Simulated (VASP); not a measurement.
# MgC2 in VASP: notebook, part 2 of 2

VASP 6.6.1. Earlier steps stand in the parts before.

## Step 3: Single point, LDA

This run uses another cell than the first one, of 9.76 Å³/atom.

Input file INCAR:

```
  PREC = Accurate
  ENCUT = 750
  EDIFF = 1E-6
  ISMEAR = -1
  SIGMA = 0.05
  LREAL = False
  LASPH = True
  NELM = 120
  ALGO = Normal
  ISIF = 2
  LWAVE = False
  LCHARG = False
  NBANDS = 27
  GGA_COMPAT = False
```

Input file KPOINTS:

```
regular mesh
0
Gamma
  5 5 5
```

Input file POSCAR:

```
MgC2
1.0
    3.6621138177      0.0000000000      0.0000000000
    0.0000000000      3.6621138177      0.0000000000
    0.0000000000      0.0000000000      4.3671175330
Mg C
2 4
Direct
    0.0000000000      0.0000000000      0.5000000000
    0.5000000000      0.5000000000      0.0000000000
    0.3818367251      0.6181632749      0.5000000000
    0.1181632749      0.1181632749      0.0000000000
    0.6181632749      0.3818367251      0.5000000000
    0.8818367251      0.8818367251      0.0000000000
```

Potentials or basis: VASP PAW LDA potentials, release 64 (Mg_sv, C).

Launch:

```sh
cat potpaw_LDA.64/Mg_sv/POTCAR potpaw_LDA.64/C/POTCAR > POTCAR
mpirun -np 1 vasp_std > vasp.out
```

OUTCAR:

```text
PREC = Accurate
   ENCUT = 750
   EDIFF = 1E-6
   ISMEAR = -1
   LREAL = False
   LASPH = True
   NELM = 120
   ISIF = 2

 ion  position               nearest neighbor table
   1  0.000  0.000  0.500-   3 1.98   5 1.98
   2  0.500  0.500  0.000-   4 1.98   6 1.98
   3  0.382  0.618  0.500-   5 1.22   1 1.98
   4  0.118  0.118  0.000-   6 1.22   2 1.98
   5  0.618  0.382  0.500-   3 1.22   1 1.98
   6  0.882  0.882  0.000-   4 1.22   2 1.98

  LATTYP: Found a simple tetragonal cell.
 ALAT       =     3.6621138177
 C/A-ratio  =     1.1925127810

  Lattice vectors:

 A1 = (   3.6621138177,   0.0000000000,   0.0000000000)
 A2 = (   0.0000000000,   3.6621138177,   0.0000000000)
 A3 = (   0.0000000000,   0.0000000000,   4.3671175330)

Analysis of symmetry for initial positions (statically):
=====================================================================
 Subroutine PRICEL returns:
 Original cell was already a primitive cell.

 Routine SETGRP: Setting up the symmetry group for a
 simple tetragonal supercell.

 Subroutine GETGRP returns: Found 16 space group operations
 (whereof  8 operations were pure point group operations)
 out of a pool of 16 trial point group operations.

The static configuration has the point symmetry D_2h.
 The point group associated with its full space group is D_4h.

Analysis of symmetry for dynamics (positions and initial velocities):
=====================================================================
 Subroutine PRICEL returns:
 Original cell was already a primitive cell.

 Routine SETGRP: Setting up the symmetry group for a
 simple tetragonal supercell.

 Subroutine GETGRP returns: Found 16 space group operations
 (whereof  8 operations were pure point group operations)
 out of a pool of 16 trial point group operations.

The dynamic configuration has the point symmetry D_2h.
[... 120 lines left out ...]
     AMIX     =   0.40;   BMIX     =  1.00
     AMIX_MAG =   1.60;   BMIX_MAG =  1.00
  volume/ion in A,a.u.               =       9.76        65.87
  Fermi-wavevector in a.u.,A,eV,Ry     =   1.391947  2.630399 26.361525  1.937517
  Thomas-Fermi vector in A             =   2.515737
   LORBIT       =      0    0 simple, 1 ext, 2 COOP (PROOUT), +10 PAW based schemes
   GGA     = CA    functional components
   LHFCALC =     F    Hartree Fock is set to
   AEXX    =    0.0000 exact exchange contribution
   IVDW    =     0    specifies the selected vdW correction
   LEPSILON=     F    determine dielectric tensor
   LRPA    =     F    only Hartree local field effects (RPA)
 non-spin polarized calculation
  energy-cutoff  :      750.00
  volume of cell :       58.57
 maximum number of plane-waves:      2756
 NGX is ok and might be reduce to    36
   NGX = 17   NGY = 17   NGZ = 19

 number of electron      36.0000027 magnetization

 Free energy of the ion-electron system (eV)
  ---------------------------------------------------
  ext. energy  EPLUGINS =         0.00000000
  ---------------------------------------------------
  free energy    TOTEN  =       -39.81451684 eV

  energy without entropy =      -39.81451667  energy(sigma->0) =      -39.81451676

 E-fermi :   3.5529     XC(G=0): -11.3134

 val. band max:        2.8667770063   @ k =   0.2000   0.2000   0.0000
 cond. band min:       4.1426138391   @ k =   0.0000   0.0000   0.0000
 fundamental gap:      1.2758368328
 Fermi energy:         3.5528983051

 k-point     1 :       0.0000    0.0000    0.0000
  band No.  band energies     occupation
      1     -68.9568      2.00000
      2     -68.9544      2.00000
      3     -36.5066      2.00000
      4     -36.5066      2.00000
      5     -36.4931      2.00000
      6     -36.4763      2.00000
[... 529 lines left out ...]
     26      15.7072      0.00000
     27      16.1338      0.00000

------------------------ aborting loop because EDIFF is reached ----------------------------------------

  FORCE on cell =-STRESS in cart. coord.  units (eV):
  Direction    XX          YY          ZZ          XY          YZ          ZX
  --------------------------------------------------------------------------------------
  -------------------------------------------------------------------------------------
  Total       11.0258321     11.0258321     10.9680188      0.0000000      0.0000000      0.0000000
  in kB      301.6222691    301.6222691    300.0407302      0.0000000      0.0000000      0.0000000
  external PRESSURE =     301.0950895 kB  Pullay stress =       0.0000000 kB

 VOLUME and BASIS-vectors are now :
 -----------------------------------------------------------------------------
  energy-cutoff  :      750.00
  volume of cell :       58.57
      direct lattice vectors                 reciprocal lattice vectors
     3.662113818  0.000000000  0.000000000     0.273066335  0.000000000  0.000000000
     0.000000000  3.662113818  0.000000000     0.000000000  0.273066335  0.000000000
     0.000000000  0.000000000  4.367117533     0.000000000  0.000000000  0.228983991

 POSITION                                       TOTAL-FORCE (eV/Angst)
 -----------------------------------------------------------------------------------
      0.00000      0.00000      2.18356         0.000000      0.000000      0.000000
      1.83106      1.83106      0.00000         0.000000      0.000000      0.000000
      1.39833      2.26378      2.18356        -0.055515      0.055515      0.000000
      0.43273      0.43273      0.00000         0.055515      0.055515      0.000000
      2.26378      1.39833      2.18356         0.055515     -0.055515      0.000000
      3.22939      3.22939      0.00000        -0.055515     -0.055515      0.000000
 -----------------------------------------------------------------------------------
    total drift:                                0.000000      0.000000     -0.000000

  FREE ENERGIE OF THE ION-ELECTRON SYSTEM (eV)
  ---------------------------------------------------
  free  energy   TOTEN  =       -39.8145168427 eV

  energy  without entropy=      -39.8145166691  energy(sigma->0) =      -39.81451676
```

It took 34 s on 1 thread of Intel Xeon Platinum 8488C (Sapphire Rapids), shared host; peak memory 0.19 GiB.

Results:

```
Free energy            : -39.8145 eV
Pressure               : 30.1 GPa
Largest force          : 0.079 eV/Å
Band gap on the k mesh : 1.28 eV (least direct gap 1.60 eV)
```

Forces in eV/Å, atoms in the order of the input:
```
Mg   0.000  0.000  0.000
Mg   0.000  0.000  0.000
C   -0.056  0.056  0.000
C    0.056  0.056  0.000
C    0.056 -0.056  0.000
C   -0.056 -0.056  0.000
```

Levels at points of the mesh, in eV from the valence-band top:
| k point | band 14 | band 15 | band 16 | band 17 | band 18 | band 19 | band 20 | band 21 | band 22 | band 23 |
| --- | --- | --- | --- | --- | --- | --- | --- | --- | --- | --- |
| (0.00, 0.00, 0.00) | -3.33 | -1.54 | -0.63 | -0.32 | -0.32 | 1.28 | 5.19 | 5.19 | 5.26 | 8.13 |

Caveat: the cell stands under pressure; an odd mesh through Γ misses points on the zone boundary, where band edges can lie.

## Step 4: Single point, r2SCAN

This run uses another cell than the first one, of 12.97 Å³/atom.

Input file POSCAR:

```
MgC2
1.0
    3.9507770000      0.0000000000      0.0000000000
    0.0000000000      3.9507770000      0.0000000000
    0.0000000000      0.0000000000      4.9870890000
Mg C
2 4
Direct
   -0.0088950000     -0.0043460000      0.4923900000
    0.5033630000      0.5100160000     -0.0051830000
    0.3876270000      0.6066950000      0.5087150000
    0.1176850000      0.1209630000     -0.0000010000
    0.6130530000      0.3856960000      0.4972100000
    0.8770760000      0.8834810000      0.0045650000
```

Input file INCAR.step1:

```
SYSTEM = MgC2
PREC = Accurate ; ENCUT = 750
ISMEAR = 0 ; SIGMA = 0.005
LREAL = .False. ; LASPH = .True.
NELM = 120 ; NBANDS = 27
GGA = PE ; ALGO = Normal
EDIFF = 1E-5 ; LWAVE = .True.
LCHARG = .False. ; GGA_COMPAT = .False.
```

Input file INCAR.step2:

```
SYSTEM = MgC2
PREC = Accurate ; ENCUT = 750
EDIFF = 1E-6 ; ISMEAR = 0
SIGMA = 0.005 ; LREAL = .False.
LASPH = .True. ; NELM = 120
ALGO = Normal ; ISIF = 2
LWAVE = .False. ; LCHARG = .False.
METAGGA = R2SCAN ; LMIXTAU = .True.
NBANDS = 27 ; ISTART = 1
GGA_COMPAT = .False.
```

Input file KPOINTS:

```
regular mesh
0
Gamma
  5 5 4
  0 0 0
```

Potentials or basis: VASP PAW PBE potentials, release 64 (Mg_sv, C).

Launch:

```sh
cat potpaw_PBE.64/Mg_sv/POTCAR potpaw_PBE.64/C/POTCAR > POTCAR
cp INCAR.step1 INCAR
mpirun -np 1 vasp_std > vasp.out
cp INCAR.step2 INCAR
mpirun -np 1 vasp_std > vasp.out
```

It took 5.8 min on 1 thread of Intel Xeon Platinum 8488C (Sapphire Rapids), shared host; peak memory 0.34 GiB.

Results (log left out):

| Item | Value |
| --- | --- |
| Free energy | -46.0244 eV |
| Pressure | -5.4 GPa |
| Largest force | 6.176 eV/Å |
| Band gap on the k mesh | 2.55 eV (least direct gap 2.68 eV) |

Forces in eV/Å, atoms in the order of the input:
```
Mg   0.182 -0.169  0.106
Mg  -0.442 -0.398  0.045
C   -0.048  0.136 -0.208
C   -4.011 -3.974  0.123
C   -0.106  0.100  0.106
C    4.425  4.304 -0.172
```

Stress tensor (GPa, compression positive):
```
-7.54 -6.19 -0.29
-6.19 -7.51  0.48
-0.29  0.48 -1.12
```

Levels at points of the mesh, in eV from the valence-band top:
```
           k point  band 14  band 15  band 16  band 17  band 18  band 19  band 20  band 21  band 22  band 23
(0.00, 0.00, 0.00)    -3.01    -1.54    -0.49    -0.32    -0.13     2.55     5.27     5.35     5.96     7.80
(0.00, 0.00, 0.50)    -3.20    -0.83    -0.50    -0.46    -0.28     3.37     3.95     5.57     6.14     9.87
```

Caveat: the cell stands under tension; the PAW data sets were made with another functional, which shifts forces and pressure a little; an odd mesh through Γ misses points on the zone boundary, where band edges can lie.

## Step 5: Single point, r2SCAN

This run uses another cell than the first one, of 12.97 Å³/atom.

POSCAR is that of step 4.

INCAR.step1, as its differences from that of step 4:

```diff
@@ -1,3 +1,3 @@
 SYSTEM = MgC2
-PREC = Accurate ; ENCUT = 750
+PREC = Accurate ; ENCUT = 660
 ISMEAR = 0 ; SIGMA = 0.005
```

INCAR.step2, as its differences from that of step 4:

```diff
@@ -1,3 +1,3 @@
 SYSTEM = MgC2
-PREC = Accurate ; ENCUT = 750
+PREC = Accurate ; ENCUT = 660
 EDIFF = 1E-6 ; ISMEAR = 0
```

KPOINTS is that of step 4.

Launch:

```sh
cat potpaw_PBE.64/Mg_sv/POTCAR potpaw_PBE.64/C/POTCAR > POTCAR
cp INCAR.step1 INCAR
mpirun -np 1 vasp_std > vasp.out
cp INCAR.step2 INCAR
mpirun -np 1 vasp_std > vasp.out
```

Run time: 6.6 min. Hardware: 1 thread of Intel Xeon Platinum 8259CL at 2.50GHz (Skylake/Cascade Lake), shared host; peak memory 0.3 GiB.

The run converged. Its results:

```
Free energy            : -46.0395 eV
Pressure               : -5.5 GPa
Largest force          : 6.169 eV/Å
Band gap on the k mesh : 2.55 eV (least direct gap 2.67 eV)
```

Forces in eV/Å, atoms in the order of the input:
```
Mg   0.185 -0.166  0.065
Mg  -0.464 -0.383  0.068
C   -0.046  0.134 -0.204
C   -4.000 -3.973  0.128
C   -0.099  0.093  0.111
C    4.425  4.295 -0.168
```

Stress tensor (GPa, compression positive):
```
-7.58 -6.19 -0.29
-6.19 -7.55  0.48
-0.29  0.48 -1.31
```

Levels at points of the mesh, in eV from the valence-band top:
```csv
k point,band 16,band 17,band 18,band 19,band 20,band 21
"(0.00, 0.00, 0.00)",-0.49,-0.32,-0.13,2.55,5.27,5.35
"(0.00, 0.00, 0.50)",-0.50,-0.46,-0.28,3.37,3.95,5.57
```

Caveat: the cell stands under tension; the PAW data sets were made with another functional, which shifts forces and pressure a little; an odd mesh through Γ misses points on the zone boundary, where band edges can lie.

## Step 6: Single point, PBE

This run uses another cell than the first one, of 12.84 Å³/atom.

Input file INCAR:

```
PREC = Accurate ; ENCUT = 750
EDIFF = 1E-6 ; ISMEAR = -1
SIGMA = 0.05 ; LREAL = False
LASPH = True ; NELM = 120
ALGO = Normal ; ISIF = 2
LWAVE = False ; LCHARG = False
GGA = PE ; NBANDS = 27
GGA_COMPAT = False
```

Input file KPOINTS:

```
Automatic mesh
0
Gamma
  5 5 5
```

Input file POSCAR:

```
MgC2
1.0
    3.9507770000      0.0000000000      0.0000000000
    0.0000000000      3.9507770000      0.0000000000
    0.0000000000      0.0000000000      4.9372181100
Mg C
2 4
Direct
    0.0000000000      0.0000000000      0.5000000000
    0.5000000000      0.5000000000      0.0000000000
    0.3876550000      0.6123450000      0.5000000000
    0.1123450000      0.1123450000      0.0000000000
    0.6123450000      0.3876550000      0.5000000000
    0.8876550000      0.8876550000      0.0000000000
```

Potentials or basis: VASP PAW PBE potentials, release 64 (Mg_sv, C).

Launch:

```sh
cat potpaw_PBE.64/Mg_sv/POTCAR potpaw_PBE.64/C/POTCAR > POTCAR
mpirun -np 1 vasp_std > vasp.out
```

It took 23 s on 1 thread of Intel Xeon 6975P-C (Granite Rapids), shared host; peak memory 0.25 GiB.

The run converged. Its results:

- Free energy: -37.4000 eV
- Pressure: 0.0 GPa
- Largest force: 0.043 eV/Å
- Band gap on the k mesh: 2.60 eV (least direct gap 2.91 eV)

Forces on the atoms (eV/Å):
```
Mg   0.000  0.000  0.000
Mg   0.000  0.000  0.000
C    0.030 -0.030  0.000
C   -0.030 -0.030  0.000
C   -0.030  0.030  0.000
C    0.030  0.030  0.000
```

Stress tensor (GPa, compression positive):
```
-0.33  0.00  0.00
 0.00 -0.33  0.00
 0.00  0.00  0.63
```

Levels at points of the mesh, in eV from the valence-band top:
```csv
k point,band 16,band 17,band 18,band 19,band 20,band 21
"(0.00, 0.00, 0.00)",-0.40,-0.31,-0.31,2.60,5.34,5.62
```

Caveat: an odd mesh through Γ misses points on the zone boundary, where band edges can lie.

## Step 7: Overview

| level | potentials or basis | cell | k mesh | cutoff (eV) | smearing | mended | gap on the mesh (eV) | pressure (GPa) | largest force (eV/Å) |
| --- | --- | --- | --- | --- | --- | --- | --- | --- | --- |
| PBE | VASP PAW PBE potentials, release 64 (Mg_sv, C) | a = 3.951, b = 3.951, c = 4.788 Å, 6 atoms, atomic positions A | 5 × 5 × 5 | 750 | fermi-dirac 0.05 eV | yes | 2.44 | 2.0 | 0.11 |
| LDA | VASP PAW LDA potentials, release 64 (Mg_sv, C) | a = 3.662, b = 3.662, c = 4.367 Å, 6 atoms, atomic positions B | 5 × 5 × 5 | 750 | fermi-dirac 0.05 eV | yes | 1.28 | 30.1 | 0.08 |
| r2SCAN | VASP PAW PBE potentials, release 64 (Mg_sv, C) | a = 3.951, b = 3.951, c = 4.987 Å, 6 atoms, atomic positions C | 5 × 5 × 4 | 750 | gaussian 0.005 eV | yes | 2.55 | -5.4 | 6.18 |
| r2SCAN | VASP PAW PBE potentials, release 64 (Mg_sv, C) | a = 3.951, b = 3.951, c = 4.987 Å, 6 atoms, atomic positions C | 5 × 5 × 4 | 660 | gaussian 0.005 eV | - | 2.55 | -5.5 | 6.17 |
| PBE | VASP PAW PBE potentials, release 64 (Mg_sv, C) | a = 3.951, b = 3.951, c = 4.937 Å, 6 atoms, atomic positions A | 5 × 5 × 5 | 750 | fermi-dirac 0.05 eV | yes | 2.60 | 0.0 | 0.04 |

Alike in all rows: task single point; no spin polarisation.

Caveats: an odd mesh through Γ misses points on the zone boundary, where band edges can lie; the cell stands under tension (at least some runs); the PAW data sets were made with another functional, which shifts forces and pressure a little (at least some runs); the cell stands under pressure (at least some runs).

Total energies depend on the potentials used, so only differences within one code and one set of settings carry meaning.
